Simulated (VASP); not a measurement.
Set up this calculation in VASP 6.6.1, as the native input.

```yaml
Task: single point
Functional: r2SCAN
Potentials_or_basis: VASP PAW PBE potentials, release 64 (As)
Cutoff: 520 eV
k_mesh: 6 × 6 × 4
Occupations: gaussian, width 0.1 eV
Spin: no spin polarisation
Dipole_correction: no
Further_INCAR_settings: ALGO = Normal; EDIFF = 1e-07; NBANDS = 18
```

Crystal: As.

```
As
1.0
     1.82594   -5.69340    0.00000
     1.82594    5.69340    0.00000
     0.00000    0.00000    4.73987
As
4
Direct
  0.10456 0.89544 0.07354
  0.89544 0.10456 0.92646
  0.39544 0.60456 0.57354
  0.60456 0.39544 0.42646
```

These files were run (other wordings do the same):

POSCAR

```
As
1.0
    1.8259429108     -5.6934005771      0.0000000000
    1.8259429108      5.6934005771      0.0000000000
    0.0000000000      0.0000000000      4.7398728700
As
4
Direct
    0.1045582800      0.8954417200      0.0735437500
    0.8954417200      0.1045582800      0.9264562500
    0.3954417200      0.6045582800      0.5735437500
    0.6045582800      0.3954417200      0.4264562500
```

INCAR.step1

```
SYSTEM = As
ALGO = Normal
EDIFF = 1E-4
ENCUT = 520
GGA = PE
ISMEAR = 0
LASPH = .True.
LCHARG = .False.
LREAL = .False.
LWAVE = .True.
NBANDS = 18
NELM = 100
PREC = Accurate
SIGMA = 0.1
```

INCAR.step2

```
SYSTEM = As
ALGO = Normal
EDIFF = 1E-7
ENCUT = 520
ISIF = 2
ISMEAR = 0
ISTART = 1
LASPH = .True.
LCHARG = .False.
LMIXTAU = .True.
LREAL = .False.
LWAVE = .False.
METAGGA = R2SCAN
NBANDS = 18
NELM = 100
PREC = Accurate
SIGMA = 0.1
```

KPOINTS

```
k-points
0
Gamma
  6 6 4
  0 0 0
```

Potentials or basis: VASP PAW PBE potentials, release 64 (As).

Launch:

```sh
$ cat potpaw_PBE.64/As/POTCAR > POTCAR
$ cp INCAR.step1 INCAR
$ mpirun -np 1 vasp_std > vasp.out
$ cp INCAR.step2 INCAR
$ mpirun -np 1 vasp_std > vasp.out
```

It gave:

* Pressure: 0.0 GPa
* Largest force: 0.024 eV/Å
* Band gap on the k mesh: 0.18 eV, direct

Caveat: the PAW data sets were made with another functional, which shifts forces and pressure a little.

Run time: 4.7 min on 1 thread of AMD EPYC 9R45 96-Core Processor (Zen 5) (shared host), peak memory 0.29 GiB.
